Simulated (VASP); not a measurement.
Wanted: the native input for a VASP 6.6.1 run.

* Task: relaxation of cell and atoms
* Functional: RPBE
* Dispersion: D3(BJ)
* Potentials or basis: VASP PAW PBE potentials, release 64 (Ti_sv)
* Cutoff: 600 eV
* k mesh: 11 × 11 × 11
* Occupations: fermi-dirac, width 0.05 eV
* Spin: no spin polarisation
* Dipole correction: no
* Further INCAR settings: ALGO = Fast; EDIFF = 1e-06; IBRION = 2; EDIFFG = -0.01; NSW = 60; ISIF = 3

The structure of Ti lies in POSCAR:

```
Ti
1.0
    0.0000000000      2.0300000000      2.0300000000
    2.0300000000      0.0000000000      2.0300000000
    2.0300000000      2.0300000000      0.0000000000
Ti
1
Direct
    0.0000000000      0.0000000000      0.0000000000
```

The input as run:

INCAR

```
ALGO = Fast
EDIFF = 1E-6
EDIFFG = -0.01
ENCUT = 600
GGA = RP
IBRION = 2
ISIF = 3
ISMEAR = -1
IVDW = 12
LASPH = T
LCHARG = F
LREAL = F
LWAVE = F
NELM = 100
NSW = 60
PREC = Accurate
SIGMA = 0.05
```

KPOINTS

```
k-points
0
Gamma
  11 11 11
```

Potentials or basis: VASP PAW PBE potentials, release 64 (Ti_sv).

Launch:

```console
$ cat potpaw_PBE.64/Ti_sv/POTCAR > POTCAR
$ mpirun -np 1 vasp_std > vasp.out
```

It gave:

```json
{
  "Relaxed volume": "12.77 Å³/atom",
  "Relaxed cell": "a = 2.624 Å, b = 2.624 Å, c = 2.624 Å, α = 60.00°, β = 60.00°, γ = 60.00°",
  "Space group after relaxing (to 0.05 Å)": "Fm-3m (No. 225)",
  "Energy gained by relaxing": "467.8 meV/atom",
  "Ionic steps": "19",
  "Pressure after relaxing": "0.0 GPa",
  "Band gap on the k mesh": "zero (band 6 reaches 13.02 eV, above the bottom of band 7 at 11.65 eV)",
  "Dispersion energy per atom": "-4.875 eV"
}
```

Caveat: the volume moved by over 15 % at a fixed basis, so the end points are rough; the PAW data sets were made with another functional, which shifts forces and pressure a little; the volume moved by -24 % from the deposited cell, more than functionals usually miss; pairwise dispersion overbinds metals, which lowers pressure and volume.

Run time: 9.4 min on 1 thread of AMD EPYC 7R43 64-Core Processor (Zen 3) (shared host), peak memory 0.13 GiB.
